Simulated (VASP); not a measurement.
Wanted: the native input for a VASP 6.6.1 run.

```
Task                   : single point
Functional             : LDA
Potentials or basis    : VASP PAW LDA potentials, release 64 (Rh_pv)
Cutoff                 : 520 eV
k mesh                 : 18 × 18 × 6
Occupations            : gaussian, width 0.15 eV
Spin                   : no spin polarisation
Dipole correction      : no
Further INCAR settings : ALGO = Fast; EDIFF = 1e-06; NBANDS = 38
```

The structure of Rh lies in POSCAR:

```
Rh
1.0
    2.8032741529      0.0000000000      0.0000000000
   -1.4016370764      2.0903429712      0.0000000000
    0.0000000000      0.0000000000      8.9849559882
Rh
4
Direct
    0.0000000000      0.0000000000      0.0000000000
    0.3333333333      0.6666666667      0.2500000000
    0.0000000000      0.0000000000      0.5000000000
    0.6666666667      0.3333333333      0.7500000000
```

This cell differs from its parent crystal: strain +e along x and -e along y +0.0733, strain +e along z and -e/2 along x and y +0.0367.

One way to write it, as run:

INCAR

```
SYSTEM = Rh
PREC     = Accurate       ! precision mode
ENCUT    = 520            ! plane-wave cutoff, eV
EDIFF    = 1E-6           ! SCF threshold, eV
ISMEAR   = 0              ! smearing method
SIGMA    = 0.15           ! smearing width, eV
LREAL    = .False.        ! projectors in reciprocal space
LASPH    = .True.         ! aspherical terms in the spheres
NELM     = 80             ! most SCF steps
ALGO     = Fast           ! electronic algorithm
ISIF     = 2              ! what is computed and relaxed
LWAVE    = .False.        ! write WAVECAR
LCHARG   = .True.         ! write CHGCAR
LELF     = .True.         ! ELF
LVHAR    = .True.       
NBANDS   = 38             ! bands
```

KPOINTS

```
Automatic mesh
0
Gamma
  18 18 6
  0 0 0
```

Potentials or basis: VASP PAW LDA potentials, release 64 (Rh_pv).

The run is started by

```bash
$ cat potpaw_LDA.64/Rh_pv/POTCAR > POTCAR
$ mpirun -np 1 vasp_std > vasp.out
```

Results of the run:

```json
{
 "Pressure": "9.6 GPa",
 "Largest force": "0.296 eV/Å",
 "Band gap on the k mesh": "zero (band 30 reaches 14.07 eV, above the bottom of band 31 at 11.09 eV)"
}
```

Caveat: the cell differs from its parent crystal (strain +e along x and -e along y +0.0733, strain +e along z and -e/2 along x and y +0.0367).

Wall time 19 min on 1 thread of Oxide Virtual Turin-like Processor, with other jobs on the host, peak memory 0.51 GiB.
